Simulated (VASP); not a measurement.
Input of a VASP 6.6.1 run:

The input INCAR:

```
SYSTEM = Nb
ALGO = Normal
EDIFF = 1E-7
ENCUT = 520
GGA = PS
ISIF = 2
ISMEAR = -1
LASPH = .TRUE.
LCHARG = .TRUE.
LELF = .TRUE.
LREAL = .FALSE.
LVHAR = .TRUE.
LWAVE = .FALSE.
NBANDS = 12
NELM = 100
PREC = Accurate
SIGMA = 0.05
```

File KPOINTS:

```
k-points
0
G
  6 6 6
  0 0 0
```

The input POSCAR:

```
Nb
1.0
    0.0189383305      2.0835058700      2.1117087080
    2.1120681070     -0.0088452087      2.1395022304
    2.1171895427      2.1164108448     -0.0139666444
Nb
1
Direct
    0.0000000000      0.0000000000      0.0000000000
```

Potentials or basis: VASP PAW PBE potentials, release 64 (Nb_sv).

Launch:

```bash
$ cat potpaw_PBE.64/Nb_sv/POTCAR > POTCAR
$ mpirun -np 1 vasp_std > vasp.out
```

Problem. Predict the pressure.

Solution. -6.7 GPa.

Stress tensor (GPa, compression positive):
```
-7.82  0.68  0.15
 0.68 -8.01 -0.91
 0.15 -0.91 -4.12
```

Caveat: the k points lie up to 0.43 Å⁻¹ apart; the PAW data sets were made with another functional, which shifts forces and pressure a little.
